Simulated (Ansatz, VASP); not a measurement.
## Two plane-wave programs on GaSb

```
Ga Sb
1.0
     0.00000    2.69086    2.69086
     2.69086    0.00000    2.69086
     2.69086    2.69086    0.00000
Ga Sb
1 1
Direct
  0.00000 0.00000 0.00000
  0.75000 0.75000 0.75000
```

Alike in both runs: task relaxation of cell and atoms; functional PBE; k mesh 6 × 6 × 6; occupations gaussian, width 0.1 eV; no spin polarisation.

|  | VASP | Ansatz |
| --- | --- | --- |
| version | VASP 6.6.1 | Ansatz 0.2.0 |
| potentials or method | VASP PAW PBE potentials, release 64 (Ga_d, Sb), cutoff 500 eV | scalar-relativistic, plane waves, PAW |
| valence electrons in the cell | 18 | 28 |

Ansatz gave:

```
gap on the k mesh at the Fermi level, each at its own relaxed structure (eV) : none
relaxed volume (Å³/atom)                                                     : 30.04
relaxed cell length with the largest relative difference (Å)                 : 4.396
```

Q: Estimate VASP's values.

A: gap on the k mesh at the Fermi level, each at its own relaxed structure (eV): none; relaxed volume (Å³/atom): 29.94; relaxed cell length with the largest relative difference (Å): 4.391.

A gap of «none» marks a metal or a gap that the smearing closes. VASP's potentials hold 18 valence electrons a cell and Ansatz's 28, so a difference there can come from the potentials and not from the codes.

Neither program's run includes spin-orbit coupling. Noted on VASP's run: the volume moved by over 15 % at a fixed basis, so the end points are rough.
